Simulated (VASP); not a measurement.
Here is a VASP 6.6.1 calculation.

The input POSCAR:

```
I
1.0
   -1.6174560000      1.6174560000      4.2648080000
    1.6174560000     -1.6174560000      4.2648080000
    1.6174560000      1.6174560000     -4.2648080000
I
1
Direct
    0.0000000000      0.0000000000      0.0000000000
```

INCAR.step1

```
SYSTEM = I
ALGO = Normal
EDIFF = 1E-5
ENCUT = 520
GGA = PE
ISIF = 2
ISMEAR = -1
LASPH = .TRUE.
LCHARG = .FALSE.
LREAL = .FALSE.
LWAVE = .TRUE.
NBANDS = 10
NELM = 80
PREC = Accurate
SIGMA = 0.05
```

The input INCAR.step2:

```
SYSTEM = I
AEXX = 0.25
ALGO = Normal
EDIFF = 1E-6
ENCUT = 520
GGA = PE
HFSCREEN = 0.2
ISIF = 2
ISMEAR = -1
ISTART = 1
LASPH = .TRUE.
LCHARG = .FALSE.
LHFCALC = .TRUE.
LREAL = .FALSE.
LWAVE = .FALSE.
NBANDS = 10
NELM = 80
PREC = Accurate
PRECFOCK = Normal
SIGMA = 0.05
```

The input KPOINTS:

```
k-points
0
G
  6 6 6
  0 0 0
```

Potentials or basis: VASP PAW PBE potentials, release 64 (I).

The run is started by

```sh
$ cat potpaw_PBE.64/I/POTCAR > POTCAR
$ cp INCAR.step1 INCAR
$ mpirun -np 1 vasp_std > vasp.out
$ cp INCAR.step2 INCAR
$ mpirun -np 1 vasp_std > vasp.out
```

Task: Estimate the pressure.

Result: -0.9 GPa.

Task: Predict the band gap on the k mesh.

Result: Zero (an odd number of electrons rules out a gap without spin polarisation).

Stress tensor (GPa, compression positive):
```
-1.34  0.00  0.00
 0.00 -1.34  0.00
 0.00  0.00  0.01
```

Caveat: the PAW data sets were made with another functional, which shifts forces and pressure a little; spin-orbit coupling is left out, which moves the levels of the heavy elements; an odd number of electrons without spin polarisation forces a metal; a magnetic or distorted state may lie lower.
